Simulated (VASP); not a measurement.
# Sn3Te2O (R-3m) in VASP: a series of runs, part 2 of 3

VASP 6.6.1.

## 3. Single point, PBE

This run uses another cell than the first one, of 29.61 Å³/atom.

Contents of INCAR:

```
SYSTEM = Sn3Te2O
  ALGO = Normal
  EDIFF = 1E-6
  ENCUT = 520
  GGA = PE
  ISIF = 2
  ISMEAR = 0
  LASPH = .True.
  LCHARG = .False.
  LREAL = .False.
  LWAVE = .False.
  NBANDS = 39
  NELM = 80
  PREC = Accurate
  SIGMA = 0.1
```

Contents of KPOINTS:

```
k-points
0
Gamma
  3 3 3
  0 0 0
```

Contents of POSCAR:

```
Sn3Te2O
1.0
    3.1392018200      1.8124190100      5.2048270300
   -3.1392018200      1.8124190100      5.2048270300
    0.0000000000     -3.6248380300      5.2048270300
Sn Te O
3 2 1
Direct
    0.0000000000      0.5000000000      0.5000000000
    0.5000000000      0.0000000000      0.5000000000
    0.5000000000      0.5000000000      0.0000000000
    0.8774220300      0.8774220300      0.8774220300
    0.1225779700      0.1225779700      0.1225779700
    0.5000000000      0.5000000000      0.5000000000
```

Potentials or basis: VASP PAW PBE potentials, release 64 (Sn_d, Te, O).

Command:

```
> cat potpaw_PBE.64/Sn_d/POTCAR potpaw_PBE.64/Te/POTCAR potpaw_PBE.64/O/POTCAR > POTCAR
> mpirun -np 1 vasp_std > vasp.out
```

OUTCAR:

```text
SYSTEM = Sn3Te2O
   EDIFF = 1E-6
   ENCUT = 520
   GGA = PE
   ISIF = 2
   ISMEAR = 0
   LASPH = .True.
   LREAL = .False.
   NELM = 80
   PREC = Accurate

 ion  position               nearest neighbor table
   1  0.000  0.500  0.500-   3 3.14   3 3.14   2 3.14   2 3.14   5 3.68   4 3.68   5 3.68   4 3.68

   2  0.500  0.000  0.500-   3 3.14   3 3.14   1 3.14   1 3.14   5 3.68   4 3.68   5 3.68   4 3.68

   3  0.500  0.500  0.000-   1 3.14   2 3.14   2 3.14   1 3.14   5 3.68   4 3.68   5 3.68   4 3.68

   4  0.877  0.877  0.877-   2 3.68   1 3.68   1 3.68   2 3.68   3 3.68   3 3.68
   5  0.123  0.123  0.123-   1 3.68   2 3.68   1 3.68   2 3.68   3 3.68   3 3.68
   6  0.500  0.500  0.500-
[... 439 lines left out ...]
  Total       -3.3731767     -3.3731767    -12.7164164      0.0000000      0.0000000      0.0000000
  in kB      -30.4168526    -30.4168525   -114.6673892      0.0000000      0.0000001      0.0000000
  external PRESSURE =     -58.5003648 kB  Pullay stress =       0.0000000 kB

 VOLUME and BASIS-vectors are now :
 -----------------------------------------------------------------------------
  energy-cutoff  :      520.00
  volume of cell :      177.68
      direct lattice vectors                 reciprocal lattice vectors
     3.139201820  1.812419010  5.204827030     0.159276156  0.091958132  0.064043115
    -3.139201820  1.812419010  5.204827030    -0.159276156  0.091958132  0.064043115
     0.000000000 -3.624838030  5.204827030     0.000000000 -0.183916264  0.064043114

 POSITION                                       TOTAL-FORCE (eV/Angst)
 -----------------------------------------------------------------------------------
     -1.56960     -0.90621      5.20483         0.000000      0.000000      0.000000
      1.56960     -0.90621      5.20483         0.000000      0.000000      0.000000
      0.00000      1.81242      5.20483        -0.000000      0.000000      0.000000
      0.00000     -0.00000     13.70049         0.000000     -0.000000      0.403651
      0.00000     -0.00000      1.91399         0.000000      0.000000     -0.403651
      0.00000     -0.00000      7.80724         0.000000      0.000000      0.000000
 -----------------------------------------------------------------------------------
    total drift:                                0.000000      0.000000     -0.000000

  FREE ENERGIE OF THE ION-ELECTRON SYSTEM (eV)
  ---------------------------------------------------
  free  energy   TOTEN  =       -20.7665062245 eV

  energy  without entropy=      -20.7358206828  energy(sigma->0) =      -20.75116345
```

OSZICAR:

```text
N       E                     dE             d eps       ncg     rms          rms(c)
DAV:   1     0.608976377595E+03    0.60898E+03   -0.27834E+04   503   0.192E+03
DAV:   2     0.759957105248E+02   -0.53298E+03   -0.51781E+03   468   0.540E+02
DAV:   3    -0.185547766292E+02   -0.94550E+02   -0.90179E+02   578   0.183E+02
[... 13 lines left out ...]
DAV:  17    -0.207665136792E+02    0.55427E-04   -0.15502E-04   477   0.311E-02    0.303E-02
DAV:  18    -0.207665092227E+02    0.44566E-05   -0.16575E-05   479   0.118E-02    0.166E-02
DAV:  19    -0.207665073334E+02    0.18893E-05   -0.30511E-06   306   0.496E-03    0.115E-02
DAV:  20    -0.207665062740E+02    0.10594E-05   -0.11301E-05   378   0.652E-03    0.343E-03
DAV:  21    -0.207665062245E+02    0.49507E-07   -0.64565E-07   248   0.271E-03
   1 F= -.20766506E+02 E0= -.20751163E+02  d E =-.306855E-01
```

stdout:

```text
POSCAR found type information on POSCAR SnTeO
 POSCAR found :  3 types and       6 ions
 scaLAPACK will be used
 LDA part: xc-table for (Slater+PW92), standard interpolation
 POSCAR, INCAR and KPOINTS ok, starting setup
 FFT: planning ... GRIDC
 FFT: planning ... GRID_SOFT
 FFT: planning ... GRID
 WAVECAR not read
 entering main loop
```

Run time: 35 s. Hardware: 1 thread of Intel Xeon 6975P-C (Granite Rapids), shared host; peak memory 0.33 GiB.

Results:

- Free energy: -20.7665 eV
- Pressure: -5.9 GPa
- Largest force: 0.404 eV/Å
- Band gap on the k mesh: zero (bands 30 and 31 overlap by 0.50 eV)

Forces in eV/Å, atoms in the order of the input:
```
Sn   0.000  0.000  0.000
Sn   0.000  0.000  0.000
Sn   0.000  0.000  0.000
Te   0.000  0.000  0.404
Te   0.000  0.000 -0.404
O    0.000  0.000  0.000
```

Levels at points of the mesh, in eV from the Fermi level:
```tsv
k point	band 27	band 28	band 29	band 30	band 31	band 32	band 33	band 34
(0.00, 0.00, 0.00)	-1.83	-1.83	-1.04	-1.04	0.16	1.15	1.15	3.09
```

Caveat: the k points lie up to 0.41 Å⁻¹ apart; semilocal functionals underestimate gaps, and a narrow one can read as zero; spin-orbit coupling is left out, which moves the levels of the heavy elements.

## 4. Relaxation of cell and atoms, PBE

This run uses another cell than the first one, of 29.61 Å³/atom.

Contents of INCAR:

```
ALGO     = Normal         # electronic algorithm
EDIFF    = 1E-6           # SCF threshold, eV
EDIFFG   = -0.04          # ionic threshold
ENCUT    = 600            # plane-wave cutoff, eV
GGA      = PE             # functional
IBRION   = 2              # ionic algorithm
ISIF     = 3              # what is computed and relaxed
ISMEAR   = 0              # smearing method
LASPH    = True           # aspherical terms in the spheres
LCHARG   = False          # write CHGCAR
LREAL    = False          # projectors in reciprocal space
LWAVE    = False          # write WAVECAR
NELM     = 60             # most SCF steps
NSW      = 90             # ionic steps
PREC     = Accurate       # precision mode
SIGMA    = 0.1            # smearing width, eV
```

Contents of KPOINTS:

```
k-points
0
Gamma
  3 3 3
```

POSCAR is that of step 3.

Potentials or basis: VASP PAW PBE potentials, release 64 (Sn_d, Te, O).

Command:

```
> cat potpaw_PBE.64/Sn_d/POTCAR potpaw_PBE.64/Te/POTCAR potpaw_PBE.64/O/POTCAR > POTCAR
> mpirun -np 1 vasp_std > vasp.out
```

OUTCAR:

```text
EDIFF = 1E-6
   EDIFFG = -0.04
   ENCUT = 600
   GGA = PE
   IBRION = 2
   ISIF = 3
   ISMEAR = 0
   LASPH = True
   LREAL = False
   NELM = 60
   NSW = 90
   PREC = Accurate

 ion  position               nearest neighbor table
   1  0.000  0.500  0.500-   3 3.14   3 3.14   2 3.14   2 3.14   5 3.68   4 3.68   5 3.68   4 3.68

   2  0.500  0.000  0.500-   3 3.14   3 3.14   1 3.14   1 3.14   5 3.68   4 3.68   5 3.68   4 3.68

   3  0.500  0.500  0.000-   1 3.14   2 3.14   2 3.14   1 3.14   5 3.68   4 3.68   5 3.68   4 3.68

   4  0.877  0.877  0.877-   2 3.68   1 3.68   1 3.68   2 3.68   3 3.68   3 3.68
   5  0.123  0.123  0.123-   1 3.68   2 3.68   1 3.68   2 3.68   3 3.68   3 3.68
   6  0.500  0.500  0.500-

  LATTYP: Found a trigonal (rhomboedric) cell.
 ALAT       =     6.3426867451
 COS(alpha) =     0.5100836370

  Lattice vectors:

 A1 = (   3.1392018200,   1.8124190100,   5.2048270300)
 A2 = (  -3.1392018200,   1.8124190100,   5.2048270300)
 A3 = (   0.0000000000,  -3.6248380300,   5.2048270300)

Analysis of symmetry for initial positions (statically):
=====================================================================
 Subroutine PRICEL returns:
 Original cell was already a primitive cell.

 Routine SETGRP: Setting up the symmetry group for a
 trigonal (rhombohedral) supercell.

 Subroutine GETGRP returns: Found 12 space group operations
 (whereof 12 operations were pure point group operations)
 out of a pool of 12 trial point group operations.

The static configuration has the point symmetry D_3d.

Analysis of symmetry for dynamics (positions and initial velocities):
=====================================================================
 Subroutine PRICEL returns:
 Original cell was already a primitive cell.

 Routine SETGRP: Setting up the symmetry group for a
 trigonal (rhombohedral) supercell.

 Subroutine GETGRP returns: Found 12 space group operations
 (whereof 12 operations were pure point group operations)
 out of a pool of 12 trial point group operations.

The dynamic configuration has the point symmetry D_3d.

 Subroutine INISYM returns: Found 12 space group operations
 (whereof 12 operations are pure point group operations),
[... 124 lines left out ...]

--------------------------------------- Ionic step        1  -------------------------------------------

 number of electron      59.9999998 magnetization

 Free energy of the ion-electron system (eV)
  ---------------------------------------------------
  ext. energy  EPLUGINS =         0.00000000
  ---------------------------------------------------
  free energy    TOTEN  =       -20.76711392 eV

  energy without entropy =      -20.73641728  energy(sigma->0) =      -20.75176560

------------------------ aborting loop because EDIFF is reached ----------------------------------------

  FORCE on cell =-STRESS in cart. coord.  units (eV):
  Direction    XX          YY          ZZ          XY          YZ          ZX
  --------------------------------------------------------------------------------------
  -------------------------------------------------------------------------------------
  Total       -3.3471038     -3.3471037    -12.7074406      0.0000000      0.0000000      0.0000000
  in kB      -30.1817460    -30.1817459   -114.5864515      0.0000000      0.0000001      0.0000000
  external PRESSURE =     -58.3166478 kB  Pullay stress =       0.0000000 kB
[... 101 lines left out ...]
  FREE ENERGIE OF THE ION-ELECTRON SYSTEM (eV)
  ---------------------------------------------------
  free  energy   TOTEN  =       -22.1944643953 eV

  energy  without entropy=      -22.1582719031  energy(sigma->0) =      -22.17636815

 E-fermi :   7.0917     XC(G=0):  -9.9993

 val. band max:        7.0632773739   @ k =  -0.3333   0.3333   0.3333
 cond. band min:       7.2552507856   @ k =   0.3333  -0.0000  -0.0000
 fundamental gap:      0.1919734117
 Fermi energy:         7.0917253343

 k-point     1 :       0.0000    0.0000    0.0000
  band No.  band energies     occupation
      1     -14.7347      2.00000
      2     -14.7347      2.00000
      3     -14.7340      2.00000
      4     -14.6826      2.00000
      5     -14.6767      2.00000
      6     -14.6767      2.00000
[... 223 lines left out ...]
     35      10.0346      0.00000
     36      10.4967      0.00000

[... ionic steps 4 to 8 ...]

--------------------------------------- Ionic step        9  -------------------------------------------

 number of electron      59.9999997 magnetization

------------------------ aborting loop because EDIFF is reached ----------------------------------------
[... 75 lines left out ...]
--------------------------------------- Ionic step       11  -------------------------------------------

 number of electron      59.9999997 magnetization

 Free energy of the ion-electron system (eV)
  ---------------------------------------------------
  ext. energy  EPLUGINS =         0.00000000
  ---------------------------------------------------
  free energy    TOTEN  =       -23.62838505 eV

  energy without entropy =      -23.61695234  energy(sigma->0) =      -23.62266870

 E-fermi :   7.2136     XC(G=0): -10.0484

 val. band max:        7.1831452978   @ k =  -0.3333   0.3333   0.3333
 cond. band min:       7.5161917282   @ k =   0.3333  -0.0000  -0.0000
 fundamental gap:      0.3330464303
 Fermi energy:         7.2136075129

 k-point     1 :       0.0000    0.0000    0.0000
  band No.  band energies     occupation
      1     -14.5859      2.00000
      2     -14.5838      2.00000
      3     -14.5838      2.00000
      4     -14.5364      2.00000
      5     -14.5299      2.00000
      6     -14.5229      2.00000
[... 256 lines left out ...]
  FREE ENERGIE OF THE ION-ELECTRON SYSTEM (eV)
  ---------------------------------------------------
  free  energy   TOTEN  =       -23.6283850545 eV

  energy  without entropy=      -23.6169523442  energy(sigma->0) =      -23.62266870

 reached required accuracy - stopping structural energy minimisation
```

CONTCAR:

```text
Sn3Te2O
   1.00000000000000
     3.3688495926468427    1.9450062136098378    3.8733801328982267
    -3.3688495926468427    1.9450062136098378    3.8733801328982267
     0.0000000000000000   -3.8900124349702061    3.8733801319405576
  Sn              Te              O
     3     2     1
Direct
     0.0000000000000000    0.5000000000000000    0.5000000000000000
     0.5000000000000000    0.0000000000000000    0.5000000000000000
     0.5000000000000000    0.5000000000000000    0.0000000000000000
     0.8719336231025456    0.8719336231025456    0.8719336231026955
     0.1280663768974543    0.1280663768974543    0.1280663768973046
     0.5000000000000000    0.5000000000000000    0.5000000000000000

  0.00000000E+00  0.00000000E+00  0.00000000E+00
  0.00000000E+00  0.00000000E+00  0.00000000E+00
  0.00000000E+00  0.00000000E+00  0.00000000E+00
  0.00000000E+00  0.00000000E+00  0.00000000E+00
  0.00000000E+00  0.00000000E+00  0.00000000E+00
  0.00000000E+00  0.00000000E+00  0.00000000E+00
```

It took 5 min on 1 thread of Intel Xeon 6975P-C (Granite Rapids), shared host; peak memory 0.45 GiB.

What came out:

| Item | Value |
| --- | --- |
| Free energy | -23.6284 eV |
| Relaxed volume | 25.38 Å³/atom |
| Relaxed cell | a = 5.490 Å, b = 5.490 Å, c = 5.490 Å, α = 75.71°, β = 75.71°, γ = 75.71° |
| Space group after relaxing (to 0.1 Å) | R-3m (No. 166) |
| Energy gained by relaxing | 476.9 meV/atom |
| Ionic steps | 11 |
| Pressure after relaxing | -0.1 GPa |
| Largest force after relaxing | 0.018 eV/Å |
| Band gap on the k mesh | zero (bands 30 and 31 overlap by 0.78 eV) |

Forces in eV/Å, atoms in the order of the input:
```
Sn   0.000  0.000  0.000
Sn   0.000  0.000  0.000
Sn   0.000  0.000  0.000
Te   0.000  0.000 -0.018
Te   0.000  0.000  0.018
O    0.000  0.000  0.000
```

Step by step:
```tsv
step	energy change (eV)	largest force (eV/Å)	pressure (GPa)	volume (Å³)
1	0.0000	0.4037	-5.83	177.68
2	-1.1958	0.2043	-0.92	151.05
3	-1.4274	0.3624	3.25	139.56
4	-2.3886	0.4399	4.31	137.46
5	-2.4552	1.1086	5.27	136.71
6	-2.7981	0.8259	-0.88	153.83
7	-2.7982	0.8212	-0.93	154.04
8	-2.8578	0.1943	-0.26	152.83
9	-2.8603	0.0343	-0.04	152.53
10	-2.8603	0.0502	-0.08	152.56
11	-2.8613	0.0179	-0.05	152.28
```

Final structure:
```xyz
6
Lattice="3.3688 1.9450 3.8734 -3.3688 1.9450 3.8734 0.0000 -3.8900 3.8734" Properties=species:S:1:pos:R:3 pbc="T T T"
Sn   -1.6844   -0.9725    3.8734
Sn    1.6844   -0.9725    3.8734
Sn    0.0000    1.9450    3.8734
Te    0.0000    0.0000   10.1320
Te    0.0000    0.0000    1.4881
O     0.0000    0.0000    5.8101
```

Caveat: the k points lie up to 0.40 Å⁻¹ apart in the final cell, too coarse for converged energies and pressures of a metal; semilocal functionals underestimate gaps, and a narrow one can read as zero; spin-orbit coupling is left out, which moves the levels of the heavy elements.

(Part 2 of 3 ends here.)

The gap in the log of VASP goes by the Fermi energy; the results here count the filled bands.